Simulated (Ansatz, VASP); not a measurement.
## Two plane-wave programs on ZrH5

```
Zr H
1.0
     3.58530    0.00000    0.00000
    -1.79265    3.10496    0.00000
     0.00000    0.00000    3.11008
Zr H
1 5
Direct
  0.00000 0.00000 0.50000
  0.33333 0.66667 0.50000
  0.66667 0.33333 0.50000
  0.50000 0.00000 0.00000
  0.00000 0.50000 0.00000
  0.50000 0.50000 0.00000
```

Alike in both runs: functional PBE; k mesh 5 × 5 × 4; occupations gaussian, width 0.2 eV; no spin polarisation.

Ansatz relaxed the structure, and its values are those at the end. VASP's run is a single point on that final structure, the one shown.

```csv
,VASP,Ansatz
version,VASP 6.6.1,Ansatz 0.2.0
potentials or method,"VASP PAW PBE potentials, release 64 (Zr_sv, H), cutoff 500 eV","scalar-relativistic, plane waves, PAW"
valence electrons in the cell,17,17
```

Ansatz gave:

```
gap on the k mesh at the Fermi level (eV) : none
pressure (GPa)                            : -0.1
```

Problem. What did VASP give for the same quantities?

Solution. gap on the k mesh at the Fermi level (eV): none; pressure (GPa): -0.3.

A gap of «none» marks a metal or a gap that the smearing closes.

The k mesh is coarse, so the values compare programs but aren't converged.
